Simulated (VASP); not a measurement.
# MgO (I4mm) in VASP: a series of runs

The runs below take MgO through single point, with r2SCAN.

All numbers are computed with VASP 6.6.1; they aren't measurements. Logs are shortened: lines on timing, memory, paths and dates and some standing lists are left out, and cuts for length are marked.

## Step 1: The cell of the first run

It takes space group I4mm (No. 107, tetragonal). Conventional cell: a = 3.020 Å, b = 3.020 Å, c = 4.270 Å, α = 90.00°, β = 90.00°, γ = 90.00°. Mg (site symmetry 4mm) has 6 O at 2.12 to 2.15 Å within 2.8 Å. O (site symmetry 4mm) has 6 Mg at 2.12 to 2.15 Å within 2.8 Å.

## Step 2: Single point, r2SCAN

Input file POSCAR:

```
MgO
1.0
    0.0000000000      2.1351500000      2.1351500000
    2.1351500000      0.0000000000      2.1351500000
    2.1351500000      2.1351500000      0.0000000000
Mg O
1 1
Direct
    0.0000000000      0.0000000000      0.0000000000
    0.4970728052      0.4970728052      0.5029271948
```

Input file INCAR.step1:

```
SYSTEM = MgO
PREC     = Accurate       ! precision mode
ENCUT    = 660            ! plane-wave cutoff, eV
ISMEAR   = 0              ! smearing method
SIGMA    = 0.05           ! smearing width, eV
LREAL    = .FALSE.        ! projectors in reciprocal space
LASPH    = .TRUE.         ! aspherical terms in the spheres
NELM     = 120            ! most SCF steps
NBANDS   = 15             ! bands
GGA      = PE             ! functional
ALGO     = Normal         ! electronic algorithm
EDIFF    = 1E-5           ! SCF threshold, eV
LWAVE    = .TRUE.         ! write WAVECAR
LCHARG   = .FALSE.        ! write CHGCAR
GGA_COMPAT= .FALSE.
```

Input file INCAR.step2:

```
SYSTEM = MgO
PREC     = Accurate       ! precision mode
ENCUT    = 660            ! plane-wave cutoff, eV
EDIFF    = 1E-6           ! SCF threshold, eV
ISMEAR   = 0              ! smearing method
SIGMA    = 0.05           ! smearing width, eV
LREAL    = .FALSE.        ! projectors in reciprocal space
LASPH    = .TRUE.         ! aspherical terms in the spheres
NELM     = 120            ! most SCF steps
ALGO     = Normal         ! electronic algorithm
ISIF     = 2              ! what is computed and relaxed
LWAVE    = .FALSE.        ! write WAVECAR
LCHARG   = .FALSE.        ! write CHGCAR
METAGGA  = R2SCAN         ! meta-GGA
LMIXTAU  = .TRUE.       
NBANDS   = 15             ! bands
ISTART   = 1            
GGA_COMPAT= .FALSE.
```

Input file KPOINTS:

```
Automatic mesh
0
G
  10 10 10
  0 0 0
```

Potentials or basis: VASP PAW PBE potentials, release 64 (Mg_sv, O).

Launch:

```console
> cat potpaw_PBE.64/Mg_sv/POTCAR potpaw_PBE.64/O/POTCAR > POTCAR
> cp INCAR.step1 INCAR
> mpirun -np 1 vasp_std > vasp.out
> cp INCAR.step2 INCAR
> mpirun -np 1 vasp_std > vasp.out
```

OUTCAR:

```text
SYSTEM = MgO
   PREC = Accurate
   ENCUT = 660
   EDIFF = 1E-6
   ISMEAR = 0
   LREAL = .FALSE.
   LASPH = .TRUE.
   NELM = 120
   ISIF = 2
   METAGGA = R2SCAN
   ISTART = 1

 ion  position               nearest neighbor table
   1  0.000  0.000  0.000-   2 2.12
   2  0.497  0.497  0.503-   1 2.12

  LATTYP: Found a face centered cubic cell.
 ALAT       =     4.2703000000

  Lattice vectors:

 A1 = (   0.0000000000,   2.1351500000,   2.1351500000)
 A2 = (   2.1351500000,   0.0000000000,   2.1351500000)
 A3 = (   2.1351500000,   2.1351500000,   0.0000000000)

Analysis of symmetry for initial positions (statically):
=====================================================================
 Subroutine PRICEL returns:
 Original cell was already a primitive cell.

 Routine SETGRP: Setting up the symmetry group for a
 face centered cubic supercell.

 Subroutine GETGRP returns: Found  8 space group operations
 (whereof  8 operations were pure point group operations)
 out of a pool of 48 trial point group operations.

The static configuration has the point symmetry C_4v.

Analysis of symmetry for dynamics (positions and initial velocities):
=====================================================================
 Subroutine PRICEL returns:
 Original cell was already a primitive cell.

 Routine SETGRP: Setting up the symmetry group for a
 face centered cubic supercell.

 Subroutine GETGRP returns: Found  8 space group operations
 (whereof  8 operations were pure point group operations)
 out of a pool of 48 trial point group operations.

The dynamic configuration has the point symmetry C_4v.

 Subroutine INISYM returns: Found  8 space group operations
 (whereof  8 operations are pure point group operations),
 and found     1 'primitive' translations

----------------------------------------------------------------------------------------

                                     Primitive cell

  volume of cell :      19.4677

  direct lattice vectors                    reciprocal lattice vectors
     0.000000000  2.135150000  2.135150000    -0.234175585  0.234175585  0.234175585
     2.135150000  0.000000000  2.135150000     0.234175585 -0.234175585  0.234175585
     2.135150000  2.135150000  0.000000000     0.234175585  0.234175585 -0.234175585

  length of vectors
     3.019558088  3.019558088  3.019558088     0.405604011  0.405604011  0.405604011

  position of ions in fractional coordinates (direct lattice)
     0.000000000  0.000000000  0.000000000
     0.497072805  0.497072805  0.502927195

  ion indices of the primitive-cell ions
   primitive index   ion index
                 1           1
                 2           2

----------------------------------------------------------------------------------------

 KPOINTS: Automatic mesh

Automatic generation of k-mesh.
 Grid dimensions read from file:
 generate k-points for:   10   10   10

 Generating k-lattice:

  Cartesian coordinates                     Fractional coordinates (reciprocal lattice)
    -0.023417558  0.023417558  0.023417558     0.100000000  0.000000000  0.000000000
     0.023417558 -0.023417558  0.023417558     0.000000000  0.100000000  0.000000000
     0.023417558  0.023417558 -0.023417558     0.000000000  0.000000000  0.100000000

  Length of vectors
     0.040560401  0.040560401  0.040560401

  Shift w.r.t. Gamma in fractional coordinates (k-lattice)
     0.000000000  0.000000000  0.000000000

 Subroutine IBZKPT returns following result:
 ===========================================

 Found    102 irreducible k-points:

 Following reciprocal coordinates:
            Coordinates               Weight
  0.000000  0.000000  0.000000      1.000000
  0.100000  0.000000  0.000000      8.000000
  0.200000  0.000000  0.000000      8.000000
  0.300000  0.000000  0.000000      8.000000
  0.400000  0.000000  0.000000      8.000000
  0.500000  0.000000  0.000000      4.000000
[... 16 lines left out ...]
 -0.100000  0.100000  0.000000      4.000000
  0.000000 -0.100000  0.100000      8.000000
 [... further k-points ...]
   k-points           NKPTS =    102   k-points in BZ     NKDIM =    102   number of bands    NBANDS=     15
   number of dos      NEDOS =    301   number of ions     NIONS =      2
   total plane-waves  NPLWV =  21952
   dimension x,y,z NGX =    28 NGY =   28 NGZ =   28
   dimension x,y,z NGXF=    56 NGYF=   56 NGZF=   56
   ions per type =               1   1
   NGX,Y,Z   is equivalent  to a cutoff of  15.42, 15.42, 15.42 a.u.
   NGXF,Y,Z  is equivalent  to a cutoff of  30.83, 30.83, 30.83 a.u.
 SYSTEM =  MgO
   PREC   = accura    normal or accurate (medium, high low for compatibility)
   ISTART =      1    job   : 0-new  1-cont  2-samecut
   ICHARG =      0    charge: 1-file 2-atom 10-const
   ISPIN  =      1    spin polarized calculation?
   LNONCOLLINEAR =      F non collinear calculations
   LSORBIT =      F    spin-orbit coupling
   LASPH  =      T    aspherical Exc in radial PAW
   ENCUT  =  660.0 eV  48.51 Ry    6.96 a.u.   6.33  6.33  6.33*2*pi/ulx,y,z
   NELM   =    120;   NELMIN=  2; NELMDL=  0     # of ELM steps
   EDIFF  = 0.1E-05   stopping-criterion for ELM
   LREAL  =      F    real-space projection
   EDIFFG = 0.1E-04   stopping-criterion for IOM
   NSW    =      0    number of steps for IOM
   IBRION =     -1    ionic relax: 0-MD 1-quasi-New 2-CG
   NFREE  =      0    steps in history (QN), initial steepest desc. (CG)
   ISIF   =      2    stress and relaxation
   ISYM   =      2    0-nonsym 1-usesym 2-fastsym
   POTIM  = 0.5000    time-step for ionic-motion
   TEBEG  =    0.0;   TEEND  =   0.0 temperature during run
   PSTRESS=    0.0 pullay stress
   NELECT =      16.0000    total number of electrons
   NUPDOWN=      -1.0000    fix difference up-down
   EMIN   =  10.00;   EMAX   =-10.00  energy-range for DOS
   EFERMI =   0.00;   METHOD = LEGACY
   ISMEAR =     0;   SIGMA  =   0.05  broadening in eV -4-tet -1-fermi 0-gaus
   EFERMI_NEDOS =   21; number of points for ismear=-14 and -15
   IALGO  =     38    algorithm
   IMIX   =      4    mixing-type and parameters
     AMIX     =   0.40;   BMIX     =  1.00
     AMIX_MAG =   1.60;   BMIX_MAG =  1.00
  volume/ion in A,a.u.               =       9.73        65.69
  Fermi-wavevector in a.u.,A,eV,Ry     =   1.533474  2.897846 31.994681  2.351543
  Thomas-Fermi vector in A             =   2.640536
   LORBIT       =      0    0 simple, 1 ext, 2 COOP (PROOUT), +10 PAW based schemes
   METAGGA = R2SCAN    functional components
   LHFCALC =     F    Hartree Fock is set to
   AEXX    =    0.0000 exact exchange contribution
   IVDW    =     0    specifies the selected vdW correction
   LEPSILON=     F    determine dielectric tensor
   LRPA    =     F    only Hartree local field effects (RPA)
 non-spin polarized calculation
 Gauss-broadening in eV      SIGMA  =   0.05
  energy-cutoff  :      660.00
  volume of cell :       19.47
 maximum number of plane-waves:       763
 NGX is ok and might be reduce to    28
   NGX = 13   NGY = 13   NGZ = 13

 number of electron      15.9999998 magnetization

 Free energy of the ion-electron system (eV)
  ---------------------------------------------------
  ext. energy  EPLUGINS =         0.00000000
  ---------------------------------------------------
  free energy    TOTEN  =       -16.15825895 eV

  energy without entropy =      -16.15825895  energy(sigma->0) =      -16.15825895

 E-fermi :   2.6601     XC(G=0): -11.8131

 val. band max:        2.2277840517   @ k =   0.0000   0.0000   0.0000
 cond. band min:       7.4802807055   @ k =   0.0000   0.0000   0.0000
 fundamental gap:      5.2524966538
 Fermi energy:         2.6601339748

 k-point     1 :       0.0000    0.0000    0.0000
  band No.  band energies     occupation
      1     -72.9004      2.00000
      2     -37.9962      2.00000
      3     -37.9962      2.00000
      4     -37.9962      2.00000
      5     -15.7566      2.00000
      6       2.2276      2.00000
      7       2.2278      2.00000
      8       2.2278      2.00000
      9       7.4803      0.00000
     10      18.8433      0.00000
     11      18.8436      0.00000
     12      18.8436      0.00000
     13      22.8314      0.00000
     14      24.6199      0.00000
     15      24.6203      0.00000

 k-point     2 :       0.1000    0.0000    0.0000
  band No.  band energies     occupation
      1     -72.8997      2.00000
      2     -38.0030      2.00000
      3     -37.9967      2.00000
      4     -37.9967      2.00000
      5     -15.6579      2.00000
      6       1.6144      2.00000
      7       2.1631      2.00000
      8       2.1632      2.00000
      9       8.0931      0.00000
     10      17.6059      0.00000
     11      19.0819      0.00000
     12      19.0821      0.00000
     13      23.8727      0.00000
     14      23.8732      0.00000
     15      24.4696      0.00000

 k-point     3 :       0.2000    0.0000    0.0000
  band No.  band energies     occupation
      1     -72.8981      2.00000
      2     -38.0212      2.00000
      3     -37.9987      2.00000
      4     -37.9987      2.00000
      5     -15.3886      2.00000
      6       0.3464      2.00000
      7       1.9986      2.00000
      8       1.9987      2.00000
      9       9.3036      0.00000
     10      16.0838      0.00000
     11      19.5567      0.00000
     12      19.5569      0.00000
     13      23.1689      0.00000
     14      23.1696      0.00000
     15      25.4056      0.00000

 k-point     4 :       0.3000    0.0000    0.0000
  band No.  band energies     occupation
      1     -72.8960      2.00000
      2     -38.0434      2.00000
      3     -38.0010      2.00000
      4     -38.0010      2.00000
      5     -15.0299      2.00000
      6      -0.9259      2.00000
      7       1.8045      2.00000
      8       1.8046      2.00000
      9      10.2991      0.00000
     10      15.3650      0.00000
     11      19.6524      0.00000
     12      19.6524      0.00000
     13      23.6340      0.00000
     14      23.6345      0.00000
     15      24.8293      0.00000
[... 307 lines left out ...]
 k-point    22 :       0.0000   -0.2000    0.1000
  band No.  band energies     occupation
      1     -72.8970      2.00000
      2     -38.0295      2.00000
      3     -38.0049      2.00000
      4     -37.9986      2.00000
      5     -15.2065      2.00000
      6      -0.1712      2.00000
      7       1.5965      2.00000
      8       1.9574      2.00000
      9      10.0693      0.00000
     10      15.4805      0.00000
     11      19.1282      0.00000
     12      20.1387      0.00000
     13      21.8738      0.00000
     14      24.0719      0.00000
     15      26.4543      0.00000

 k-point    23 :      -0.1000    0.1000    0.0000
  band No.  band energies     occupation
      1     -72.8988      2.00000
      2     -38.0123      2.00000
      3     -38.0009      2.00000
      4     -37.9970      2.00000
      5     -15.5035      2.00000
      6       0.9257      2.00000
      7       1.9099      2.00000
      8       2.1146      2.00000
      9       8.8912      0.00000
     10      16.5300      0.00000
     11      19.2403      0.00000
     12      19.5160      0.00000
     13      22.4971      0.00000
     14      23.9893      0.00000
     15      25.9876      0.00000

 k-point    24 :       0.0000   -0.1000    0.1000
  band No.  band energies     occupation
      1     -72.8988      2.00000
      2     -38.0123      2.00000
      3     -38.0009      2.00000
      4     -37.9970      2.00000
      5     -15.5035      2.00000
      6       0.9257      2.00000
      7       1.9099      2.00000
      8       2.1145      2.00000
      9       8.8911      0.00000
     10      16.5302      0.00000
     11      19.2401      0.00000
     12      19.5161      0.00000
     13      22.4980      0.00000
     14      23.9891      0.00000
     15      25.9864      0.00000

 [... further k-points ...]
[... 5 lines left out ...]
  --------------------------------------------------------------------------------------
  -------------------------------------------------------------------------------------
  Total       -0.8752625     -0.8752625     -0.8694149      0.0000000     -0.0000000      0.0000000
  in kB      -72.0333665    -72.0333665    -71.5521159      0.0000000     -0.0000000      0.0000000
  external PRESSURE =     -71.8729497 kB  Pullay stress =       0.0000000 kB

 VOLUME and BASIS-vectors are now :
 -----------------------------------------------------------------------------
  energy-cutoff  :      660.00
  volume of cell :       19.47
      direct lattice vectors                 reciprocal lattice vectors
     0.000000000  2.135150000  2.135150000    -0.234175585  0.234175585  0.234175585
     2.135150000  0.000000000  2.135150000     0.234175585 -0.234175585  0.234175585
     2.135150000  2.135150000  0.000000000     0.234175585  0.234175585 -0.234175585

 POSITION                                       TOTAL-FORCE (eV/Angst)
 -----------------------------------------------------------------------------------
      0.00000      0.00000      0.00000         0.000000      0.000000     -0.058420
      2.13515      2.13515      2.12265         0.000000      0.000000      0.058420
 -----------------------------------------------------------------------------------
    total drift:                               -0.000000     -0.000000     -0.004385

  FREE ENERGIE OF THE ION-ELECTRON SYSTEM (eV)
  ---------------------------------------------------
  free  energy   TOTEN  =       -16.1582589467 eV

  energy  without entropy=      -16.1582589467  energy(sigma->0) =      -16.15825895
```

Run time: 84 s. Hardware: 1 thread of Intel Xeon 6975P-C (Granite Rapids), shared host; peak memory 0.19 GiB.

What came out:

| Item | Value |
| --- | --- |
| Free energy | -16.1583 eV |
| Pressure | -7.2 GPa |
| Largest force | 0.058 eV/Å |
| Band gap on the k mesh | 5.25 eV, direct |

Forces in eV/Å, atoms in the order of the input:
```
Mg   0.000  0.000 -0.058
O    0.000  0.000  0.058
```

Caveat: the cell differs from its parent crystal (all O atoms moved +0.013 Å, as atom 2 towards its neighbour atom 1 (Mg) at 2.135 Å); the PAW data sets were made with another functional, which shifts forces and pressure a little.

[end of part 1 of 2]
